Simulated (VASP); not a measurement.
Set up this calculation in VASP 6.6.1, as the native input.

| Item | Value |
| --- | --- |
| Task | single point |
| Functional | PBEsol |
| Potentials or basis | VASP PAW PBE potentials, release 64 (Ti_sv, Al) |
| Cutoff | 520 eV |
| k mesh | 16 × 16 × 16 |
| Occupations | gaussian, width 0.15 eV |
| Spin | no spin polarisation |
| Dipole correction | no |
| Further INCAR settings | ALGO = Fast; EDIFF = 1e-06; NBANDS = 14 |

The structure of TiAl lies in POSCAR:

```
TiAl
1.0
    3.3916843522      0.0000000000      0.0000000000
    0.0000000000      3.3916843522      0.0000000000
    0.0000000000      0.0000000000      2.9514437232
Ti Al
1 1
Direct
    0.0000000000      0.0000000000      0.0000000000
    0.5000000000      0.5000000000      0.5000000000
```

These files were run (other wordings do the same):

INCAR

```
PREC = Accurate ; ENCUT = 520
EDIFF = 1E-6 ; ISMEAR = 0
SIGMA = 0.15 ; LREAL = F
LASPH = T ; NELM = 60
ALGO = Fast ; ISIF = 2
LWAVE = F ; LCHARG = T
GGA = PS ; LELF = T
LVHAR = T ; NBANDS = 14
```

KPOINTS

```
regular mesh
0
Gamma
  16 16 16
```

Potentials or basis: VASP PAW PBE potentials, release 64 (Ti_sv, Al).

Launch:

```bash
$ cat potpaw_PBE.64/Ti_sv/POTCAR potpaw_PBE.64/Al/POTCAR > POTCAR
$ mpirun -np 1 vasp_std > vasp.out
```

Results of the run:

The pressure is -7.2 GPa. The band gap on the k mesh is zero (an odd number of electrons rules out a gap without spin polarisation).

Caveat: the cell stands under tension; the PAW data sets were made with another functional, which shifts forces and pressure a little.

It took 9.1 min on 1 thread of Intel Xeon 8259CL (shared host), peak memory 0.31 GiB.
